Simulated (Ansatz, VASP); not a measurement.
Two plane-wave programs on Mg8HO8

```
Mg O H
1.0
     0.00000    3.87600    3.87600
     3.87600    0.00000    3.87600
     3.87600    3.87600    0.00000
Mg O H
8 8 1
Direct
  0.99865 0.99902 0.00351
  0.99886 0.99923 0.49991
  0.99774 0.50060 0.00125
  0.99877 0.50246 0.49983
  0.50021 0.99821 0.00123
  0.50153 0.99933 0.50001
  0.50023 0.50057 0.00123
  0.50023 0.50060 0.49877
  0.25460 0.25505 0.23553
  0.25475 0.25523 0.75589
  0.24917 0.75015 0.25078
  0.25473 0.73445 0.75586
  0.74972 0.24953 0.25080
  0.73385 0.25524 0.75592
  0.74969 0.75018 0.25079
  0.74969 0.75015 0.75024
  0.12342 0.12496 0.62744
```

Alike in both runs: functional LDA; k mesh 2 × 2 × 2; occupations fermi-dirac, width 0.05 eV; collinear spin.

Ansatz relaxed the structure, and its values are those at the end. VASP's run is a single point on that final structure, the one shown.

|  | VASP | Ansatz |
| --- | --- | --- |
| version | VASP 6.6.1 | Ansatz 0.2.0 |
| potentials or method | VASP PAW LDA potentials, release 64 (Mg, O, H), cutoff 520 eV | scalar-relativistic, plane waves, PAW |
| valence electrons in the cell | 65 | 129 |

|  | VASP | Ansatz | Ansatz less VASP |
| --- | --- | --- | --- |
| rms of the force components (eV/Å) | 0.035 | 0.031 | -0.0040 |
| net moment per atom (μB) | 0.04 | 0.04 | 0.000 |
| size of the moment on the site where the two differ most (μB) | 0.23 | 0.31 | +0.080 |

Ansatz warns that its potentials were made for another functional, while VASP's fit it. LDA's correlation is that of Perdew and Zunger in VASP and of Perdew and Wang (1992) in Ansatz. Site moments also hang on the region over which each program counts them. VASP's potentials hold 65 valence electrons a cell and Ansatz's 129, so a difference there can come from the potentials and not from the codes.

The k mesh is coarse, so the values compare programs but aren't converged.
